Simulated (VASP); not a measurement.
Write the native input for VASP 6.6.1 that does the following.

```yaml
Task: single point
Functional: PBE
Potentials_or_basis: VASP PAW PBE potentials, release 64 (Si, W_sv)
Cutoff: 520 eV
k_mesh: 14 × 14 × 14
Occupations: gaussian, width 0.15 eV
Spin: no spin polarisation
Dipole_correction: no
Further_INCAR_settings: ALGO = Fast; EDIFF = 1e-06; NBANDS = 31
```

The structure of SiW3 lies in POSCAR:

```
SiW3
1.0
   -2.6688603456      2.6688603456      2.6037661908
    2.6688603456     -2.6688603456      2.6037661908
    2.6688603456      2.6688603456     -2.6037661908
Si W
1 3
Direct
    0.0000000000      0.0000000000      0.0000000000
    0.5000000000      0.5000000000      0.0000000000
    0.5000000000      0.0000000000      0.5000000000
    0.0000000000      0.5000000000      0.5000000000
```

This cell differs from its parent crystal: strain +0.025 along x and y, +0.000 along z.

These files were run (other wordings do the same):

INCAR

```
SYSTEM = SiW3
PREC = Accurate ; ENCUT = 520
EDIFF = 1E-6 ; ISMEAR = 0
SIGMA = 0.15 ; LREAL = .False.
LASPH = .True. ; NELM = 60
ALGO = Fast ; ISIF = 2
LWAVE = .False. ; LCHARG = .False.
GGA = PE ; NBANDS = 31
```

KPOINTS

```
Automatic mesh
0
Gamma
  14 14 14
  0 0 0
```

Potentials or basis: VASP PAW PBE potentials, release 64 (Si, W_sv).

Launch:

```console
$ cat potpaw_PBE.64/Si/POTCAR potpaw_PBE.64/W_sv/POTCAR > POTCAR
$ mpirun -np 1 vasp_std > vasp.out
```

Results of the run:

```yaml
Pressure: -8.0 GPa
Band_gap_on_the_k_mesh: zero (bands 23 and 24 overlap by 1.63 eV)
```

Caveat: the cell differs from its parent crystal (strain +0.025 along x and y, +0.000 along z); the stress differs along the axes, from -10 to -4 GPa; spin-orbit coupling is left out, which moves the levels of the heavy elements.

Run time: 7.3 min on 1 thread of AMD EPYC 9R45 96-Core Processor (Zen 5) (shared host), peak memory 0.5 GiB.
